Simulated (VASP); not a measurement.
Input of a VASP 6.6.1 run:

INCAR

```
PREC = Accurate
ENCUT = 520
EDIFF = 1E-6
ISMEAR = 0
SIGMA = 0.1
LREAL = False
LASPH = True
NELM = 60
ALGO = Normal
ISIF = 2
LWAVE = False
LCHARG = False
GGA = PE
NBANDS = 41
```

KPOINTS

```
regular mesh
0
Gamma
  6 6 2
```

The input POSCAR:

```
Ge4Pd
1.0
    3.0925650400      0.0000000000      0.0000000000
   -1.5462825200      2.6782398900      0.0000000000
    0.0000000000      0.0000000000      9.9440853100
Ge Pd
4 1
Direct
    0.3333333300      0.6666666700      0.8658552800
    0.3333333300      0.6666666700      0.3767953500
    0.6666666700      0.3333333300      0.1341447200
    0.6666666700      0.3333333300      0.6232046500
    0.0000000000      0.0000000000      0.0000000000
```

Potentials or basis: VASP PAW PBE potentials, release 64 (Ge_d, Pd).

Run with:

```console
$ cat potpaw_PBE.64/Ge_d/POTCAR potpaw_PBE.64/Pd/POTCAR > POTCAR
$ mpirun -np 1 vasp_std > vasp.out
```

Question: Predict the band gap on the k mesh.

Answer: Zero (bands 33 and 34 overlap by 7.88 eV).

Question: What does it give for the pressure?

Answer: 39.6 GPa.

Question: Estimate the largest force.

Answer: 7.923 eV/Å.

Stress tensor (GPa, compression positive):
```
39.72  0.00  0.00
 0.00 39.72  0.00
 0.00  0.00 39.27
```

Caveat: the k points lie up to 0.39 Å⁻¹ apart, too coarse for converged energies and pressures of a metal; forces of over 1 eV/Å act on the atoms, so gaps and moduli don't describe the material at rest.
